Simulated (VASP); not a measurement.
Wanted: the native input for a VASP 6.6.1 run.

```yaml
Task: single point
Functional: revPBE
Potentials_or_basis: VASP PAW PBE potentials, release 64 (Yb)
Cutoff: 520 eV
k_mesh: 8 × 8 × 8
Occupations: methfessel-paxton, width 0.1 eV
Spin: collinear spin, ferromagnetic start
Starting_moments: "[1.0] μB"
Hubbard_terms: Yb f U = 4.0 eV
Dipole_correction: no
Further_INCAR_settings: ALGO = Normal; EDIFF = 1e-07; NBANDS = 22
```

The structure of Yb lies in POSCAR:

```
Yb
1.0
    0.0000000000      2.7431000000      2.7431000000
    2.7431000000      0.0000000000      2.7431000000
    2.7431000000      2.7431000000      0.0000000000
Yb
1
Direct
    0.0000000000      0.0000000000      0.0000000000
```

One way to write it, as run:

INCAR

```
SYSTEM = Yb
PREC     = Accurate       ! precision mode
ENCUT    = 520            ! plane-wave cutoff, eV
EDIFF    = 1E-7           ! SCF threshold, eV
ISMEAR   = 1              ! smearing method
SIGMA    = 0.1            ! smearing width, eV
LREAL    = .FALSE.        ! projectors in reciprocal space
LASPH    = .TRUE.         ! aspherical terms in the spheres
NELM     = 150            ! most SCF steps
ALGO     = Normal         ! electronic algorithm
ISIF     = 2              ! what is computed and relaxed
LWAVE    = .FALSE.        ! write WAVECAR
LCHARG   = .FALSE.        ! write CHGCAR
ISPIN    = 2              ! spin polarisation
MAGMOM   = 1              ! initial moments
LORBIT   = 11             ! projections on sites
LMAXMIX  = 6              ! l up to which the mixer works
LDAU     = .TRUE.         ! DFT+U
LDAUTYPE = 2            
LDAUL    = 3              ! shell
LDAUU    = 4              ! U, eV
LDAUJ    = 0            
LDAUPRINT= 1            
GGA      = RE             ! functional
NBANDS   = 22             ! bands
```

KPOINTS

```
Automatic mesh
0
G
  8 8 8
  0 0 0
```

Potentials or basis: VASP PAW PBE potentials, release 64 (Yb).

Run with:

```console
$ cat potpaw_PBE.64/Yb/POTCAR > POTCAR
$ mpirun -np 1 vasp_std > vasp.out
```

Results of the run:

```json
{"Pressure": "-0.1 GPa", "Band gap on the k mesh": "zero (filled and empty bands overlap)", "Net moment": "0.00 μB per cell", "Valence electrons inside the program's atomic spheres": "Yb 22.20"}
```

Caveat: the PAW data sets were made with another functional, which shifts forces and pressure a little; spin-orbit coupling is left out, which moves the levels of the heavy elements.

It took 5.4 min on 1 thread of Intel(R) Xeon(R) 6975P-C (Granite Rapids), on a shared host, peak memory 0.25 GiB.
